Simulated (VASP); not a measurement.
NiSb:

```
Ni Sb
1.0
     3.92800    0.00000    0.00000
    -1.96400    3.40175    0.00000
     0.00000    0.00000    5.12000
Ni Sb
2 2
Direct
  0.00000 0.00000 0.00000
  0.00000 0.00000 0.50000
  0.33333 0.66667 0.25000
  0.66667 0.33333 0.75000
```

* Program: VASP 6.6.1
* Task: relaxation of cell and atoms
* Functional: PBE
* Potentials or basis: VASP PAW PBE potentials, release 64 (Ni, Sb)
* Cutoff: 600 eV
* k mesh: 12 × 12 × 8
* Occupations: gaussian, width 0.1 eV
* Spin: no spin polarisation

At the start: pressure 3.7 GPa; volume 17.10 Å³/atom.

Where does the relaxation end?

Over 3 steps the energy falls by 5.6 meV/atom and the volume is 17.61 Å³/atom (+3.0 %); space group P6_3/mmc (No. 194, to 0.05 Å).

Step by step:
```tsv
step	energy change (eV)	largest force (eV/Å)	pressure (GPa)	volume (Å³)
1	0.0000	0.0000	3.73	68.41
2	-0.0045	0.0000	-2.68	72.43
3	-0.0225	0.0000	0.09	70.43
```

Final structure:
```yaml
crystal:
  lattice:
    - [3.96788, 0.00000, 0.00000]
    - [-1.98394, 3.43629, 0.00000]
    - [0.00000, 0.00000, 5.16573]
  atoms:
    - { symbol: Ni, position: [0.00000, 0.00000, 0.00000] }
    - { symbol: Ni, position: [0.00000, 0.00000, 0.50000] }
    - { symbol: Sb, position: [0.33333, 0.66667, 0.25000] }
    - { symbol: Sb, position: [0.66667, 0.33333, 0.75000] }
```
